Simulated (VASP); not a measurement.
Set up this calculation in VASP 6.6.1, as the native input.

```yaml
Task: single point
Functional: PBE
Potentials_or_basis: VASP PAW PBE potentials, release 64 (Si, Ge_d, C)
Cutoff: 520 eV
k_mesh: 6 × 6 × 1
Occupations: gaussian, width 0.1 eV
Spin: no spin polarisation
Dipole_correction: no
Further_INCAR_settings: ALGO = Normal; EDIFF = 1e-06; NBANDS = 46
```

The structure of Si2GeC3 lies in POSCAR:

```
Si2GeC3
1.0
    3.1449146246      0.0000000000      0.0000000000
   -1.5724573123      2.7235759576      0.0000000000
    0.0000000000      0.0000000000     15.5069920568
Si Ge C
4 2 6
Direct
    0.3333333333      0.6666666667      0.3332813493
    0.3333333333      0.6666666667      0.6703250969
    0.6666666667      0.3333333333      0.1703250969
    0.6666666667      0.3333333333      0.8332813493
    0.3333333333      0.6666666667      0.0013717984
    0.6666666667      0.3333333333      0.5013717984
    0.3333333333      0.6666666667      0.1309706055
    0.3333333333      0.6666666667      0.4555984182
    0.3333333333      0.6666666667      0.7934527217
    0.6666666667      0.3333333333      0.2934527217
    0.6666666667      0.3333333333      0.6309706055
    0.6666666667      0.3333333333      0.9555984182
```

The input as run:

INCAR

```
SYSTEM = Si2GeC3
ALGO = Normal ; EDIFF = 1E-6
ENCUT = 520 ; GGA = PE
ISIF = 2 ; ISMEAR = 0
LASPH = .True. ; LCHARG = .False.
LREAL = .False. ; LWAVE = .False.
NBANDS = 46 ; NELM = 100
PREC = Accurate ; SIGMA = 0.1
```

KPOINTS

```
k-points
0
Gamma
  6 6 1
  0 0 0
```

Potentials or basis: VASP PAW PBE potentials, release 64 (Si, Ge_d, C).

Launch:

```console
$ cat potpaw_PBE.64/Si/POTCAR potpaw_PBE.64/Ge_d/POTCAR potpaw_PBE.64/C/POTCAR > POTCAR
$ mpirun -np 1 vasp_std > vasp.out
```

Results of the run:

| Item | Value |
| --- | --- |
| Pressure | -0.3 GPa |
| Largest force | 0.046 eV/Å |
| Band gap on the k mesh | 2.25 eV (least direct gap 3.64 eV) |

Caveat: an odd mesh through Γ misses points on the zone boundary, where band edges can lie.

Wall time 21 s on 1 thread of Intel(R) Xeon(R) 6975P-C (Granite Rapids), on a shared host, peak memory 0.25 GiB.
